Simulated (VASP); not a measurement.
**Te2Mo: single point with PBE**

**Measured values to compare with.**

“Broadband infrared study of pressure-tunable Fano resonance and metallization transition in 2H-MoTe2”, 2022, pmc:9569381 quotes, for a bulk crystal of Te2Mo at 300 K: band gap 0.88 ± 0.05 eV (indirect).

Crystal: Te2Mo.

```xyz
6
Lattice="3.5182 0.0000 0.0000 -1.7591 3.0469 0.0000 0.0000 0.0000 13.9736" Properties=species:S:1:pos:R:3 pbc="T T T"
Te    1.7591    1.0156    5.2960
Te    0.0000    2.0312   12.2828
Te    1.7591    1.0156    1.6908
Te    0.0000    2.0312    8.6776
Mo    1.7591    1.0156   10.4802
Mo    0.0000    2.0312    3.4934
```

| Property | Result |
| --- | --- |
| Program | VASP 6.6.1 |
| Task | single point |
| Functional | PBE |
| Potentials or basis | VASP PAW PBE potentials, release 64 (Te, Mo_sv) |
| Cutoff | 520 eV |
| k mesh | 15 × 15 × 4 |
| Occupations | fermi-dirac, width 0.05 eV |
| Spin | no spin polarisation |
| Dipole correction | no |
| Further INCAR settings | ALGO = Normal; EDIFF = 1e-07; NBANDS = 35 |

```
Pressure               : 2.9 GPa
Largest force          : 0.189 eV/Å
Band gap on the k mesh : 0.70 eV, indirect (least direct gap 1.04 eV)
```

Forces in eV/Å, atoms in the order of the input:
```
Te   0.000  0.000  0.189
Te   0.000  0.000  0.189
Te   0.000  0.000 -0.189
Te   0.000  0.000 -0.189
Mo   0.000  0.000  0.000
Mo   0.000  0.000  0.000
```

Stress tensor (GPa, compression positive):
```
2.68 0.00 0.00
0.00 2.68 0.00
0.00 0.00 3.44
```

Levels at points of the mesh, in eV from the valence-band top:
```tsv
k point	band 23	band 24	band 25	band 26	band 27	band 28	band 29	band 30
(0.00, 0.00, 0.00)	-1.03	-1.03	-0.32	0.00	2.90	2.90	3.03	3.03
(0.00, 0.00, 0.50)	-1.04	-1.04	-0.08	-0.08	2.94	2.94	2.94	2.94
```

Wall time 11 min on 1 thread of AMD EPYC 7R13 Processor (Zen 3) (shared host), peak memory 0.48 GiB.

Measured gap of Te2Mo: 0.88 eV (indirect; 300 K; quoted in “Broadband infrared study of pressure-tunable Fano resonance and metallization transition in 2H-MoTe2”, 2022, pmc:9569381). This calculation gives 0.70 eV (-0.18 eV). Spin-orbit coupling on Mo, Te is left out. The value is that of PBE on a finite k mesh, which can miss the band edges, without temperature or zero-point motion. Semilocal functionals fall short of measured gaps as a rule.

Caveat: spin-orbit coupling is left out, which moves the levels of the heavy elements; this functional lacks dispersion, which binds the layers, so the pressure and a relaxed spacing across them are unreliable.
